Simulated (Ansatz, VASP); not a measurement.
**Two plane-wave programs on BN**

INCAR

```
PREC = Accurate
ENCUT = 520
EDIFF = 1E-7
ISMEAR = 0
SIGMA = 0.05
LREAL = False
LASPH = True
NELM = 60
ALGO = Normal
ISIF = 2
LWAVE = False
LCHARG = True
GGA = PS
LELF = True
LVHAR = True
NBANDS = 16
```

The input KPOINTS:

```
regular mesh
0
Gamma
  12 12 6
```

File POSCAR:

```
BN
1.0
    2.5539396017      0.0000000000      0.0000000000
   -1.2769698009      2.2117765748      0.0000000000
    0.0000000000      0.0000000000      3.8887066000
B N
2 2
Direct
    0.6666666667      0.3333333333      0.9997240000
    0.3333333333      0.6666666667      0.4997240000
    0.6666666667      0.3333333333      0.6252760000
    0.3333333333      0.6666666667      0.1252760000
```

Input for Ansatz:

```yaml
crystal:
  lattice:
    - [2.5539396017, 0.0, 0.0]
    - [-1.2769698009, 2.2117765748, 0.0]
    - [0.0, 0.0, 3.8887066]
  atoms:
    - { symbol: B, position: [0.6666666667, 0.3333333333, 0.999724] }
    - { symbol: B, position: [0.3333333333, 0.6666666667, 0.499724] }
    - { symbol: "N", position: [0.6666666667, 0.3333333333, 0.625276] }
    - { symbol: "N", position: [0.3333333333, 0.6666666667, 0.125276] }
basis:
  ecutwfc: 420
kpoints:
  mp_grid: { grid: [12, 12, 6] }
hamiltonian:
  xc: pbesol
scf:
  occupations: { method: gaussian, width: 0.05 }
output:
  forces: true
  stress: true
  eigenvalues: true
```

Change from the starting cell: strain +0.000 along x and y, -0.080 along z, atoms carried along.

Alike in both runs: task single point; functional PBEsol; k mesh 12 × 12 × 6; occupations gaussian, width 0.05 eV; no spin polarisation.

|  | VASP | Ansatz |
| --- | --- | --- |
| version | VASP 6.6.1 | Ansatz 0.2.0 |
| potentials or method | VASP PAW PBE potentials, release 64 (B, N), cutoff 520 eV | scalar-relativistic, plane waves, PAW |
| valence electrons in the cell | 16 | 16 |

Ansatz gave:

* gap on the k mesh at the Fermi level (eV): 5.15
* least direct gap on the mesh (eV): 7.76
* pressure (GPa): 34.1
* traceless stress, the component that is largest in VASP (GPa): 68.12
* rms of the force components (eV/Å): 0.476

**Question.** Which values does VASP return?

**Answer.** gap on the k mesh at the Fermi level (eV): 5.13; least direct gap on the mesh (eV): 7.75; pressure (GPa): 35.1; traceless stress, the component that is largest in VASP (GPa): 68.59; rms of the force components (eV/Å): 0.486.

VASP's potentials were made for PBE, not for PBEsol. Atom by atom the forces differ by 0.010 eV/Å (rms over components). Both programs put the cell under a high pressure, so it lies far from rest at this level.
